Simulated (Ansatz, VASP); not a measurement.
## Al2Si: VASP beside Ansatz

```xyz
3
Lattice="3.8757 0.0000 0.0000 0.0000 3.8757 0.0000 0.0000 0.0000 3.6462" Properties=species:S:1:pos:R:3 pbc="T T T"
Al    1.9378    0.0000    0.0000
Al    0.0000    1.9378    0.0000
Si    0.0000    0.0000    1.8231
```

Alike in both runs: functional PBE; k mesh 12 × 12 × 12; occupations gaussian, width 0.1 eV; no spin polarisation.

Ansatz relaxed the structure, and its values are those at the end. VASP's run is a single point on that final structure, the one shown.

|  | VASP | Ansatz |
| --- | --- | --- |
| version | VASP 6.6.1 | Ansatz 0.2.0 |
| potentials or method | VASP PAW PBE potentials, release 64 (Al, Si), cutoff 520 eV | scalar-relativistic, plane waves, PAW |
| valence electrons in the cell | 10 | 10 |

|  | VASP | Ansatz | Ansatz less VASP |
| --- | --- | --- | --- |
| gap on the k mesh at the Fermi level (eV) | none | none | - |
| pressure (GPa) | 0.0 | 0.0 | +0.04 |

A gap of «none» marks a metal or a gap that the smearing closes. The functional is the same, so the differences come from potentials, cutoffs and numerics.
